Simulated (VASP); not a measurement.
# Pb (C2/m) in VASP: further runs

Pb is run at these levels: PBE0; tasks: single point.

Everything below comes from runs of VASP 6.6.1. Logs are shortened: lines on timing, memory, paths and dates and some standing lists are left out, and cuts for length are marked.

## Step 1: The cell of the first run

It takes space group C2/m (No. 12, monoclinic). Conventional cell: a = 5.995 Å, b = 3.453 Å, c = 6.365 Å, α = 90.00°, β = 109.14°, γ = 90.00°. Within 4.3 Å of Pb (site symmetry m) lie 10 Pb at 3.29 to 3.46 Å.

## Step 2: Single point, PBE0

File POSCAR:

```
Pb
1.0
    2.9975395250     -1.7266640877      0.0000000000
    2.9975395250      1.7266640877      0.0000000000
   -2.0868717998      0.0000000000      6.0128468655
Pb
2
Direct
    0.9085084100      0.9085084100      0.7262922000
    0.0914915900      0.0914915900      0.2737078000
```

File INCAR.step1:

```
PREC = Accurate
ENCUT = 520
EDIFF = 1E-5
ISMEAR = -1
SIGMA = 0.05
LREAL = False
LASPH = True
NELM = 60
ALGO = Normal
ISIF = 2
LWAVE = True
LCHARG = False
GGA = PE
NBANDS = 21
```

File INCAR.step2:

```
PREC = Accurate
ENCUT = 520
EDIFF = 1E-7
ISMEAR = -1
SIGMA = 0.05
LREAL = False
LASPH = True
NELM = 60
ALGO = Normal
ISIF = 2
LWAVE = False
LCHARG = False
GGA = PE
LHFCALC = True
AEXX = 0.25
PRECFOCK = Normal
ISTART = 1
NBANDS = 21
```

File KPOINTS:

```
Automatic mesh
0
Gamma
  4 4 2
```

Potentials or basis: VASP PAW PBE potentials, release 64 (Pb_d).

Started as:

```console
$ cat potpaw_PBE.64/Pb_d/POTCAR > POTCAR
$ cp INCAR.step1 INCAR
$ mpirun -np 1 vasp_std > vasp.out
$ cp INCAR.step2 INCAR
$ mpirun -np 1 vasp_std > vasp.out
```

OUTCAR:

```text
PREC = Accurate
   ENCUT = 520
   EDIFF = 1E-7
   ISMEAR = -1
   LREAL = False
   LASPH = True
   NELM = 60
   ISIF = 2
   GGA = PE
   LHFCALC = True
   AEXX = 0.25
   PRECFOCK = Normal
   ISTART = 1

 ion  position               nearest neighbor table
   1  0.909  0.909  0.726-   2 3.29   2 3.36   2 3.36   2 3.40
   2  0.091  0.091  0.274-   1 3.29   1 3.36   1 3.36   1 3.40

  LATTYP: Found a base centered monoclinic cell.
 ALAT       =     5.9950790500
 B/A-ratio  =     0.5760271294
 C/A-ratio  =     1.0616534713
 COS(beta)  =    -0.3278823751

  Lattice vectors:

 A1 = (   2.9975395250,  -1.7266640877,   0.0000000000)
 A2 = (   2.9975395250,   1.7266640877,   0.0000000000)
 A3 = (  -2.0868717998,   0.0000000000,   6.0128468655)

Analysis of symmetry for initial positions (statically):
=====================================================================
 Subroutine PRICEL returns:
 Original cell was already a primitive cell.

 Routine SETGRP: Setting up the symmetry group for a
 base centered monoclinic supercell.

 Subroutine GETGRP returns: Found  4 space group operations
 (whereof  4 operations were pure point group operations)
 out of a pool of  4 trial point group operations.

The static configuration has the point symmetry C_2h.

Analysis of symmetry for dynamics (positions and initial velocities):
=====================================================================
 Subroutine PRICEL returns:
 Original cell was already a primitive cell.

 Routine SETGRP: Setting up the symmetry group for a
 base centered monoclinic supercell.

 Subroutine GETGRP returns: Found  4 space group operations
 (whereof  4 operations were pure point group operations)
 out of a pool of  4 trial point group operations.

The dynamic configuration has the point symmetry C_2h.

 Subroutine INISYM returns: Found  4 space group operations
 (whereof  4 operations are pure point group operations),
 and found     1 'primitive' translations

----------------------------------------------------------------------------------------

                                     Primitive cell

  volume of cell :      62.2419

  direct lattice vectors                    reciprocal lattice vectors
     2.997539525 -1.726664088  0.000000000     0.166803472 -0.289575722  0.057892288
     2.997539525  1.726664088  0.000000000     0.166803472  0.289575722  0.057892288
    -2.086871800  0.000000000  6.012846866     0.000000000  0.000000000  0.166310572

  length of vectors
     3.459279127  3.459279127  6.364696484     0.339159275  0.339159275  0.166310572

  position of ions in fractional coordinates (direct lattice)
     0.908508410  0.908508410  0.726292200
     0.091491590  0.091491590  0.273707800

  ion indices of the primitive-cell ions
   primitive index   ion index
                 1           1
                 2           2

----------------------------------------------------------------------------------------

 KPOINTS: Automatic mesh

Automatic generation of k-mesh.
 Grid dimensions read from file:
 generate k-points for:    4    4    2

 Generating k-lattice:

  Cartesian coordinates                     Fractional coordinates (reciprocal lattice)
     0.041700868 -0.072393931  0.014473072     0.250000000 -0.000000000  0.000000000
     0.041700868  0.072393931  0.014473072    -0.000000000  0.250000000  0.000000000
     0.000000000  0.000000000  0.083155286     0.000000000  0.000000000  0.500000000

  Length of vectors
     0.084789819  0.084789819  0.083155286

  Shift w.r.t. Gamma in fractional coordinates (k-lattice)
     0.000000000  0.000000000  0.000000000

 Subroutine IBZKPT returns following result:
 ===========================================

 Found     14 irreducible k-points:

 Following reciprocal coordinates:
            Coordinates               Weight
  0.000000  0.000000  0.000000      1.000000
  0.250000 -0.000000  0.000000      4.000000
  0.500000 -0.000000  0.000000      2.000000
  0.250000  0.250000  0.000000      2.000000
  0.500000  0.250000 -0.000000      4.000000
 -0.250000  0.250000  0.000000      2.000000
  0.500000  0.500000  0.000000      1.000000
  0.000000  0.000000  0.500000      1.000000
  0.250000 -0.000000  0.500000      4.000000
  0.500000 -0.000000  0.500000      2.000000
  0.250000  0.250000  0.500000      2.000000
  0.500000  0.250000  0.500000      4.000000
 -0.250000  0.250000  0.500000      2.000000
  0.500000  0.500000  0.500000      1.000000
   k-points           NKPTS =     14   k-points in BZ     NKDIM =     32   number of bands    NBANDS=     21
   number of dos      NEDOS =    301   number of ions     NIONS =      2
   total plane-waves  NPLWV =  37632
   dimension x,y,z NGX =    28 NGY =   28 NGZ =   48
   dimension x,y,z NGXF=    56 NGYF=   56 NGZF=   96
   ions per type =               2
   NGX,Y,Z   is equivalent  to a cutoff of  13.46, 13.46, 12.54 a.u.
   NGXF,Y,Z  is equivalent  to a cutoff of  26.91, 26.91, 25.08 a.u.
 SYSTEM =  unknown system
   PREC   = accura    normal or accurate (medium, high low for compatibility)
   ISTART =      1    job   : 0-new  1-cont  2-samecut
   ICHARG =      0    charge: 1-file 2-atom 10-const
   ISPIN  =      1    spin polarized calculation?
   LNONCOLLINEAR =      F non collinear calculations
   LSORBIT =      F    spin-orbit coupling
   LASPH  =      T    aspherical Exc in radial PAW
   ENCUT  =  520.0 eV  38.22 Ry    6.18 a.u.   6.43  6.43 11.83*2*pi/ulx,y,z
   NELM   =     60;   NELMIN=  2; NELMDL=  0     # of ELM steps
   EDIFF  = 0.1E-06   stopping-criterion for ELM
   LREAL  =      F    real-space projection
   EDIFFG = 0.1E-05   stopping-criterion for IOM
   NSW    =      0    number of steps for IOM
   IBRION =     -1    ionic relax: 0-MD 1-quasi-New 2-CG
   NFREE  =      0    steps in history (QN), initial steepest desc. (CG)
   ISIF   =      2    stress and relaxation
   ISYM   =      3    0-nonsym 1-usesym 2-fastsym
   POTIM  = 0.5000    time-step for ionic-motion
   TEBEG  =    0.0;   TEEND  =   0.0 temperature during run
   PSTRESS=    0.0 pullay stress
   NELECT =      28.0000    total number of electrons
   NUPDOWN=      -1.0000    fix difference up-down
   EMIN   =  10.00;   EMAX   =-10.00  energy-range for DOS
   EFERMI =   0.00;   METHOD = LEGACY
   ISMEAR =    -1;   SIGMA  =   0.05  broadening in eV -4-tet -1-fermi 0-gaus
   EFERMI_NEDOS =   21; number of points for ismear=-14 and -15
   IALGO  =     38    algorithm
   IMIX   =      1    mixing-type and parameters
     AMIX     =   0.40;   BMIX     =  1.00
     AMIX_MAG =   1.60;   BMIX_MAG =  1.00
  volume/ion in A,a.u.               =      31.12       210.01
  Fermi-wavevector in a.u.,A,eV,Ry     =   1.254392  2.370457 21.408750  1.573499
  Thomas-Fermi vector in A             =   2.388199
   LORBIT       =      0    0 simple, 1 ext, 2 COOP (PROOUT), +10 PAW based schemes
   GGA     = PE    functional components
   LHFCALC =     T    Hartree Fock is set to
   PRECFOCK=normal    Normal, Fast or Accurate (Low or Medium for compatibility)
   ENCUT4O =  -1.0   cutoff for four orbital integrals eV
   NKREDX  =     1    reduce k-point grid by
   NKREDY  =     1    reduce k-point grid by
   NKREDZ  =     1    reduce k-point grid by
   AEXX    =    0.2500 exact exchange contribution
   HFSCREEN=    0.0000 screening length (either q_TF or 0.3 A-1)
   HFSCREENC=   0.0000 screening length for correlation (either q_TF or 0.3 A-1)
   ENCUTFOCK=  -1.0 apply spherical cutoff to Coloumb kernel
   IVDW    =     0    specifies the selected vdW correction
   LEPSILON=     F    determine dielectric tensor
   LRPA    =     F    only Hartree local field effects (RPA)
 non-spin polarized calculation
  energy-cutoff  :      520.00
  volume of cell :       62.24
 maximum number of plane-waves:      1691
 NGX is ok and might be reduce to    28
  NGX = 20; NGY = 20; NGZ = 36

 number of electron      28.0000001 magnetization

 Free energy of the ion-electron system (eV)
  ---------------------------------------------------
  ext. energy  EPLUGINS =         0.00000000
  ---------------------------------------------------
  free energy    TOTEN  =        -8.88386777 eV

  energy without entropy =       -8.87947240  energy(sigma->0) =       -8.88167008

 E-fermi :   7.1315     XC(G=0):  -7.9191

 val. band max:        6.6159628524   @ k =   0.5000   0.5000   0.5000
 cond. band min:       7.1317591289   @ k =  -0.2500   0.2500   0.5000
 fundamental gap:      0.5157962765
 Fermi energy:         7.1315399916

 k-point     1 :       0.0000    0.0000    0.0000
  band No.  band energies     occupation
      1     -12.6282      2.00000
      2     -12.5318      2.00000
      3     -12.5264      2.00000
      4     -12.5261      2.00000
      5     -12.5202      2.00000
      6     -12.4821      2.00000
[... 13 lines left out ...]
     20      17.5513      0.00000
     21      18.0668      0.00000

 k-point     2 :       0.2500   -0.0000    0.0000
  band No.  band energies     occupation
      1     -12.6110      2.00000
      2     -12.5722      2.00000
      3     -12.5486      2.00000
      4     -12.4789      2.00000
      5     -12.4223      2.00000
      6     -12.3916      2.00000
[... 13 lines left out ...]
     20      15.9996      0.00000
     21      17.0117      0.00000

 k-point     3 :       0.5000   -0.0000    0.0000
  band No.  band energies     occupation
      1     -12.6685      2.00000
      2     -12.6122      2.00000
      3     -12.5995      2.00000
      4     -12.5302      2.00000
      5     -12.4212      2.00000
      6     -12.3029      2.00000
[... 13 lines left out ...]
     20      15.1864      0.00000
     21      16.3988      0.00000

 k-point     4 :       0.2500    0.2500    0.0000
  band No.  band energies     occupation
      1     -12.6597      2.00000
      2     -12.5532      2.00000
      3     -12.5109      2.00000
      4     -12.4524      2.00000
      5     -12.4246      2.00000
      6     -12.3851      2.00000
[... 13 lines left out ...]
     20      17.1424      0.00000
     21      18.5073      0.00000

 k-point     5 :       0.5000    0.2500   -0.0000
  band No.  band energies     occupation
      1     -12.5957      2.00000
      2     -12.5592      2.00000
      3     -12.5189      2.00000
      4     -12.4780      2.00000
      5     -12.4304      2.00000
      6     -12.3836      2.00000
[... 13 lines left out ...]
     20      16.7011      0.00000
     21      18.1267      0.00000

 k-point     6 :      -0.2500    0.2500    0.0000
  band No.  band energies     occupation
      1     -12.5927      2.00000
      2     -12.5457      2.00000
      3     -12.5289      2.00000
      4     -12.4606      2.00000
      5     -12.4461      2.00000
      6     -12.3609      2.00000
[... 13 lines left out ...]
     20      17.6489      0.00000
     21      19.1744      0.00000

 k-point     7 :       0.5000    0.5000    0.0000
  band No.  band energies     occupation
      1     -12.7273      2.00000
      2     -12.5848      2.00000
      3     -12.5373      2.00000
      4     -12.4949      2.00000
      5     -12.4942      2.00000
      6     -12.3149      2.00000
[... 13 lines left out ...]
     20      14.9082      0.00000
     21      16.8086      0.00000

 k-point     8 :       0.0000    0.0000    0.5000
  band No.  band energies     occupation
      1     -12.6657      2.00000
      2     -12.5343      2.00000
      3     -12.5331      2.00000
      4     -12.5328      2.00000
      5     -12.5181      2.00000
      6     -12.4286      2.00000
[... 13 lines left out ...]
     20      17.3653      0.00000
     21      18.6648      0.00000

 k-point     9 :       0.2500   -0.0000    0.5000
  band No.  band energies     occupation
      1     -12.6686      2.00000
      2     -12.5569      2.00000
      3     -12.5004      2.00000
      4     -12.4702      2.00000
      5     -12.4365      2.00000
      6     -12.3906      2.00000
[... 13 lines left out ...]
     20      15.8956      0.00000
     21      17.9708      0.00000

 k-point    10 :       0.5000   -0.0000    0.5000
  band No.  band energies     occupation
      1     -12.7220      2.00000
      2     -12.5791      2.00000
      3     -12.5396      2.00000
      4     -12.5064      2.00000
      5     -12.4891      2.00000
      6     -12.3213      2.00000
[... 13 lines left out ...]
     20      15.1364      0.00000
     21      16.8744      0.00000

 k-point    11 :       0.2500    0.2500    0.5000
  band No.  band energies     occupation
      1     -12.6407      2.00000
      2     -12.5723      2.00000
      3     -12.5411      2.00000
      4     -12.4619      2.00000
      5     -12.4425      2.00000
      6     -12.3928      2.00000
[... 13 lines left out ...]
     20      15.3708      0.00000
     21      16.6999      0.00000

 k-point    12 :       0.5000    0.2500    0.5000
  band No.  band energies     occupation
      1     -12.5918      2.00000
      2     -12.5547      2.00000
      3     -12.5190      2.00000
      4     -12.4709      2.00000
      5     -12.4406      2.00000
      6     -12.3950      2.00000
[... 13 lines left out ...]
     20      16.6599      0.00000
     21      18.4536      0.00000

 k-point    13 :      -0.2500    0.2500    0.5000
  band No.  band energies     occupation
      1     -12.6159      2.00000
      2     -12.5403      2.00000
      3     -12.5159      2.00000
      4     -12.4665      2.00000
      5     -12.4335      2.00000
      6     -12.4269      2.00000
[... 13 lines left out ...]
     20      14.4011      0.00000
     21      19.8853      0.00000

 k-point    14 :       0.5000    0.5000    0.5000
  band No.  band energies     occupation
      1     -12.6733      2.00000
      2     -12.6055      2.00000
      3     -12.6015      2.00000
      4     -12.5217      2.00000
      5     -12.4228      2.00000
      6     -12.3148      2.00000
[... 13 lines left out ...]
     20      15.2251      0.00000
     21      16.6739      0.00000

------------------------ aborting loop because EDIFF is reached ----------------------------------------

  FORCE on cell =-STRESS in cart. coord.  units (eV):
  Direction    XX          YY          ZZ          XY          YZ          ZX
  --------------------------------------------------------------------------------------
  -------------------------------------------------------------------------------------
  Total        1.8326219      0.1739195     -0.5053588      0.0000000      0.0000000     -0.7940560
  in kB       47.1737661      4.4768857    -13.0085073      0.0000000      0.0000000    -20.4399008
  external PRESSURE =      12.8807149 kB  Pullay stress =       0.0000000 kB

 VOLUME and BASIS-vectors are now :
 -----------------------------------------------------------------------------
  energy-cutoff  :      520.00
  volume of cell :       62.24
      direct lattice vectors                 reciprocal lattice vectors
     2.997539525 -1.726664088  0.000000000     0.166803472 -0.289575722  0.057892288
     2.997539525  1.726664088  0.000000000     0.166803472  0.289575722  0.057892288
    -2.086871800  0.000000000  6.012846866     0.000000000  0.000000000  0.166310572

 POSITION                                       TOTAL-FORCE (eV/Angst)
 -----------------------------------------------------------------------------------
      3.93090      0.00000      4.36708        -0.018518      0.000000     -0.269412
     -0.02269      0.00000      1.64576         0.018518      0.000000      0.269412
 -----------------------------------------------------------------------------------
    total drift:                                0.000000     -0.000001      0.000000

  FREE ENERGIE OF THE ION-ELECTRON SYSTEM (eV)
  ---------------------------------------------------
  free  energy   TOTEN  =        -8.8838677677 eV

  energy  without entropy=       -8.8794724019  energy(sigma->0) =       -8.88167008
```

It took 37 min on 1 thread of Intel Xeon 8259CL, shared host; peak memory 0.21 GiB.

Results:

```
Free energy            : -8.8839 eV
Pressure               : 1.3 GPa
Largest force          : 0.270 eV/Å
Band gap on the k mesh : zero (bands 14 and 15 overlap by 8.98 eV)
```

Forces on the atoms (eV/Å):
```
Pb  -0.019  0.000 -0.269
Pb   0.019  0.000  0.269
```

Stress tensor (GPa, compression positive):
```
 4.72  0.00 -2.04
 0.00  0.45  0.00
-2.04  0.00 -1.30
```

Caveat: the k points lie up to 0.53 Å⁻¹ apart, too coarse for converged energies and pressures of a metal; the PAW data sets were made with another functional, which shifts forces and pressure a little; spin-orbit coupling is left out, which moves the levels of the heavy elements.

[end of part 1 of 2]
